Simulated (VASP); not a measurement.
# TaN (P-6m2) in VASP: further runs, part 2 of 2

VASP 6.6.1. Earlier steps stand in the parts before.

## Step 3: Single point, HSE06

This run uses another cell than the first one, of 10.67 Å³/atom.

The input, POSCAR:

```
TaN
1.0
    2.9281243883      0.0000000000      0.0000000000
   -1.4640621941      2.5358301057      0.0000000000
    0.0000000000      0.0000000000      2.8744760192
Ta N
1 1
Direct
    0.3333333333      0.6666666667      0.5000000000
    0.0000000000      0.0000000000      0.0000000000
```

The input, INCAR.step1:

```
PREC = Accurate
ENCUT = 520
EDIFF = 1E-5
ISMEAR = -1
SIGMA = 0.02
LREAL = F
LASPH = T
NELM = 60
ALGO = Normal
ISIF = 2
LWAVE = T
NBANDS = 15
GGA = PE
```

The input, INCAR.step2:

```
PREC = Accurate
ENCUT = 520
EDIFF = 1E-7
ISMEAR = -1
SIGMA = 0.02
LREAL = F
LASPH = T
NELM = 60
ALGO = Normal
ISIF = 2
LWAVE = F
LCHARG = T
GGA = PE
LHFCALC = T
HFSCREEN = 0.2079
PRECFOCK = Normal
LELF = T
LVHAR = T
NBANDS = 15
ISTART = 1
```

The input, KPOINTS:

```
regular mesh
0
Gamma
  6 6 6
```

Potentials or basis: VASP PAW PBE potentials, release 64 (Ta_pv, N).

Run with:

```
$ cat potpaw_PBE.64/Ta_pv/POTCAR potpaw_PBE.64/N/POTCAR > POTCAR
$ cp INCAR.step1 INCAR
$ mpirun -np 1 vasp_std > vasp.out
$ cp INCAR.step2 INCAR
$ mpirun -np 1 vasp_std > vasp.out
```

OUTCAR:

```text
PREC = Accurate
   ENCUT = 520
   EDIFF = 1E-7
   ISMEAR = -1
   LREAL = F
   LASPH = T
   NELM = 60
   ISIF = 2
   GGA = PE
   LHFCALC = T
   HFSCREEN = 0.2079
   PRECFOCK = Normal
   ISTART = 1

 ion  position               nearest neighbor table
   1  0.333  0.667  0.500-   2 2.22   2 2.22   2 2.22   2 2.22   2 2.22   2 2.22
   2  0.000  0.000  0.000-   1 2.22   1 2.22   1 2.22   1 2.22   1 2.22   1 2.22

  LATTYP: Found a hexagonal cell.
 ALAT       =     2.9281243883
 C/A-ratio  =     0.9816782479

  Lattice vectors:

 A1 = (   2.9281243883,   0.0000000000,   0.0000000000)
 A2 = (  -1.4640621941,   2.5358301057,   0.0000000000)
 A3 = (   0.0000000000,   0.0000000000,   2.8744760192)

Analysis of symmetry for initial positions (statically):
=====================================================================
 Subroutine PRICEL returns:
 Original cell was already a primitive cell.

 Routine SETGRP: Setting up the symmetry group for a
 hexagonal supercell.

 Subroutine GETGRP returns: Found 12 space group operations
 (whereof 12 operations were pure point group operations)
 out of a pool of 24 trial point group operations.

The static configuration has the point symmetry D_3h.

Analysis of symmetry for dynamics (positions and initial velocities):
=====================================================================
 Subroutine PRICEL returns:
 Original cell was already a primitive cell.

 Routine SETGRP: Setting up the symmetry group for a
 hexagonal supercell.

 Subroutine GETGRP returns: Found 12 space group operations
 (whereof 12 operations were pure point group operations)
 out of a pool of 24 trial point group operations.

The dynamic configuration has the point symmetry D_3h.

 Subroutine INISYM returns: Found 12 space group operations
 (whereof 12 operations are pure point group operations),
 and found     1 'primitive' translations

----------------------------------------------------------------------------------------

                                     Primitive cell

  volume of cell :      21.3436

  direct lattice vectors                    reciprocal lattice vectors
     2.928124388  0.000000000  0.000000000     0.341515546  0.197174093  0.000000000
    -1.464062194  2.535830106  0.000000000     0.000000000  0.394348185  0.000000000
     0.000000000  0.000000000  2.874476019     0.000000000  0.000000000  0.347889491

  length of vectors
     2.928124388  2.928124388  2.874476019     0.394348185  0.394348185  0.347889491

  position of ions in fractional coordinates (direct lattice)
     0.333333333  0.666666667  0.500000000
     0.000000000  0.000000000  0.000000000

  ion indices of the primitive-cell ions
   primitive index   ion index
                 1           1
                 2           2

----------------------------------------------------------------------------------------

 KPOINTS: regular mesh

Automatic generation of k-mesh.
 Grid dimensions read from file:
 generate k-points for:    6    6    6

 Generating k-lattice:

  Cartesian coordinates                     Fractional coordinates (reciprocal lattice)
     0.056919258  0.032862349  0.000000000     0.166666667  0.000000000  0.000000000
[... 44 lines left out ...]
   dimension x,y,z NGX =    24 NGY =   24 NGZ =   24
   dimension x,y,z NGXF=    48 NGYF=   48 NGZF=   48
   ions per type =               1   1
   NGX,Y,Z   is equivalent  to a cutoff of  13.63, 13.63, 13.88 a.u.
   NGXF,Y,Z  is equivalent  to a cutoff of  27.25, 27.25, 27.76 a.u.
 SYSTEM =  unknown system
   PREC   = accura    normal or accurate (medium, high low for compatibility)
   ISTART =      1    job   : 0-new  1-cont  2-samecut
   ICHARG =      0    charge: 1-file 2-atom 10-const
   ISPIN  =      1    spin polarized calculation?
   LNONCOLLINEAR =      F non collinear calculations
   LSORBIT =      F    spin-orbit coupling
   LASPH  =      T    aspherical Exc in radial PAW
   ENCUT  =  520.0 eV  38.22 Ry    6.18 a.u.   5.44  5.44  5.34*2*pi/ulx,y,z
   NELM   =     60;   NELMIN=  2; NELMDL=  0     # of ELM steps
   EDIFF  = 0.1E-06   stopping-criterion for ELM
   LREAL  =      F    real-space projection
   EDIFFG = 0.1E-05   stopping-criterion for IOM
   NSW    =      0    number of steps for IOM
   IBRION =     -1    ionic relax: 0-MD 1-quasi-New 2-CG
   NFREE  =      0    steps in history (QN), initial steepest desc. (CG)
   ISIF   =      2    stress and relaxation
   ISYM   =      3    0-nonsym 1-usesym 2-fastsym
   POTIM  = 0.5000    time-step for ionic-motion
   TEBEG  =    0.0;   TEEND  =   0.0 temperature during run
   PSTRESS=    0.0 pullay stress
   NELECT =      16.0000    total number of electrons
   NUPDOWN=      -1.0000    fix difference up-down
   EMIN   =  10.00;   EMAX   =-10.00  energy-range for DOS
   EFERMI =   0.00;   METHOD = LEGACY
   ISMEAR =    -1;   SIGMA  =   0.02  broadening in eV -4-tet -1-fermi 0-gaus
   EFERMI_NEDOS =   21; number of points for ismear=-14 and -15
   IALGO  =     38    algorithm
   IMIX   =      1    mixing-type and parameters
     AMIX     =   0.40;   BMIX     =  1.00
     AMIX_MAG =   1.60;   BMIX_MAG =  1.00
  volume/ion in A,a.u.               =      10.67        72.02
  Fermi-wavevector in a.u.,A,eV,Ry     =   1.487163  2.810331 30.091395  2.211655
  Thomas-Fermi vector in A             =   2.600359
   LORBIT       =      0    0 simple, 1 ext, 2 COOP (PROOUT), +10 PAW based schemes
   GGA     = PE    functional components
   LHFCALC =     T    Hartree Fock is set to
   PRECFOCK=normal    Normal, Fast or Accurate (Low or Medium for compatibility)
   ENCUT4O =  -1.0   cutoff for four orbital integrals eV
   NKREDX  =     1    reduce k-point grid by
   NKREDY  =     1    reduce k-point grid by
   NKREDZ  =     1    reduce k-point grid by
   AEXX    =    0.2500 exact exchange contribution
   HFSCREEN=    0.2079 screening length (either q_TF or 0.3 A-1)
   HFSCREENC=   0.2079 screening length for correlation (either q_TF or 0.3 A-1)
   ENCUTFOCK=  -1.0 apply spherical cutoff to Coloumb kernel
   IVDW    =     0    specifies the selected vdW correction
   LEPSILON=     F    determine dielectric tensor
   LRPA    =     F    only Hartree local field effects (RPA)
 non-spin polarized calculation
  energy-cutoff  :      520.00
  volume of cell :       21.34
 maximum number of plane-waves:       599
 NGX is ok and might be reduce to    24
  NGX = 18; NGY = 18; NGZ = 18

 number of electron      16.0000000 magnetization

 Free energy of the ion-electron system (eV)
  ---------------------------------------------------
  ext. energy  EPLUGINS =         0.00000000
  ---------------------------------------------------
  free energy    TOTEN  =       -26.37362054 eV

  energy without entropy =      -26.37320400  energy(sigma->0) =      -26.37341227

 E-fermi :   8.7093     XC(G=0): -10.9319

 val. band max:        8.3107857493   @ k =   0.0000   0.0000   0.5000
 cond. band min:       8.7313014113   @ k =   0.0000   0.0000   0.3333
 fundamental gap:      0.4205156620
 Fermi energy:         8.7093292283

 k-point     1 :       0.0000    0.0000    0.0000
  band No.  band energies     occupation
      1     -29.1159      2.00000
      2     -28.8213      2.00000
      3     -28.8213      2.00000
      4     -11.8572      2.00000
      5       2.8400      2.00000
      6       2.8400      2.00000
      7       3.3270      2.00000
      8       4.6351      2.00000
      9      11.1123      0.00000
     10      12.5486      0.00000
     11      12.5486      0.00000
     12      13.0969      0.00000
     13      13.0969      0.00000
     14      22.3864      0.00000
[... 401 lines left out ...]
      2     -29.5715      2.00000
      3     -28.9115      2.00000
      4      -9.5016      2.00000
      5      -0.4283      2.00000
      6       1.6543      2.00000
      7       2.0319      2.00000
      8       6.4216      2.00000
      9      12.2150      0.00000
     10      12.6036      0.00000
     11      14.2047      0.00000
     12      15.5699      0.00000
     13      20.3386      0.00000
     14      21.8708      0.00000
     15      23.5495      0.00000

 [... further k-points ...]
[... 5 lines left out ...]
  --------------------------------------------------------------------------------------
  -------------------------------------------------------------------------------------
  Total       -0.0865491     -0.0865491     -0.0833275     -0.0000000      0.0000000     -0.0000000
  in kB       -6.4968802     -6.4968802     -6.2550449     -0.0000000      0.0000000     -0.0000000
  external PRESSURE =      -6.4162684 kB  Pullay stress =       0.0000000 kB

 VOLUME and BASIS-vectors are now :
 -----------------------------------------------------------------------------
  energy-cutoff  :      520.00
  volume of cell :       21.34
      direct lattice vectors                 reciprocal lattice vectors
     2.928124388  0.000000000  0.000000000     0.341515546  0.197174093  0.000000000
    -1.464062194  2.535830106  0.000000000     0.000000000  0.394348185  0.000000000
     0.000000000  0.000000000  2.874476019     0.000000000  0.000000000  0.347889491

 POSITION                                       TOTAL-FORCE (eV/Angst)
 -----------------------------------------------------------------------------------
     -0.00000      1.69055      1.43724         0.000000     -0.000000      0.000000
      0.00000      0.00000      0.00000        -0.000000      0.000000      0.000000
 -----------------------------------------------------------------------------------
    total drift:                                0.000001     -0.000001      0.000000

  FREE ENERGIE OF THE ION-ELECTRON SYSTEM (eV)
  ---------------------------------------------------
  free  energy   TOTEN  =       -26.3736205397 eV

  energy  without entropy=      -26.3732039952  energy(sigma->0) =      -26.37341227
```

OUTCAR.step1:

```text
PREC = Accurate
   ENCUT = 520
   EDIFF = 1E-5
   ISMEAR = -1
   LREAL = F
[... 655 lines left out ...]
     -0.00000      1.69055      1.43724         0.000000     -0.000000      0.000000
      0.00000      0.00000      0.00000        -0.000000      0.000000      0.000000
 -----------------------------------------------------------------------------------
    total drift:                                0.000000     -0.000000     -0.000000

  FREE ENERGIE OF THE ION-ELECTRON SYSTEM (eV)
  ---------------------------------------------------
  free  energy   TOTEN  =       -22.4314696289 eV

  energy  without entropy=      -22.4310203630  energy(sigma->0) =      -22.43124500
```

OSZICAR.step1:

```text
N       E                     dE             d eps       ncg     rms          rms(c)
DAV:   1     0.925201906156E+02    0.92520E+02   -0.88435E+03   840   0.114E+03
DAV:   2    -0.220349533908E+02   -0.11456E+03   -0.10743E+03  1015   0.311E+02
DAV:   3    -0.249465849950E+02   -0.29116E+01   -0.29006E+01   889   0.459E+01
DAV:   4    -0.249588000035E+02   -0.12215E-01   -0.12210E-01  1155   0.319E+00
DAV:   5    -0.249588794493E+02   -0.79446E-04   -0.79446E-04   924   0.239E-01    0.240E+01
DAV:   6    -0.225071752673E+02    0.24517E+01   -0.40135E+00  1064   0.237E+01    0.101E+01
DAV:   7    -0.224593788485E+02    0.47796E-01   -0.61411E-01   917   0.612E+00    0.711E+00
DAV:   8    -0.224404510998E+02    0.18928E-01   -0.15489E-01  1015   0.335E+00    0.176E+00
DAV:   9    -0.224314665240E+02    0.89846E-02   -0.16622E-02   966   0.110E+00    0.174E-01
DAV:  10    -0.224315354563E+02   -0.68932E-04   -0.12175E-03  1008   0.379E-01    0.107E-01
DAV:  11    -0.224314698522E+02    0.65604E-04   -0.97889E-05   987   0.960E-02    0.139E-02
DAV:  12    -0.224314696289E+02    0.22330E-06   -0.10660E-05   598   0.299E-02
   1 F= -.22431470E+02 E0= -.22431245E+02  d E =-.449266E-03
```

It took 54 min on 1 thread of AMD EPYC 7R43 (Zen 3), shared host; peak memory 0.22 GiB.

What came out:

| Item | Value |
| --- | --- |
| Free energy | -26.3736 eV |
| Pressure | -0.6 GPa |
| Band gap on the k mesh | zero (bands 8 and 9 overlap by 0.42 eV) |

Caveat: the k points lie up to 0.41 Å⁻¹ apart; the PAW data sets were made with another functional, which shifts forces and pressure a little; spin-orbit coupling is left out, which moves the levels of the heavy elements.

The gap in the log of VASP goes by the Fermi energy; the results here count the filled bands.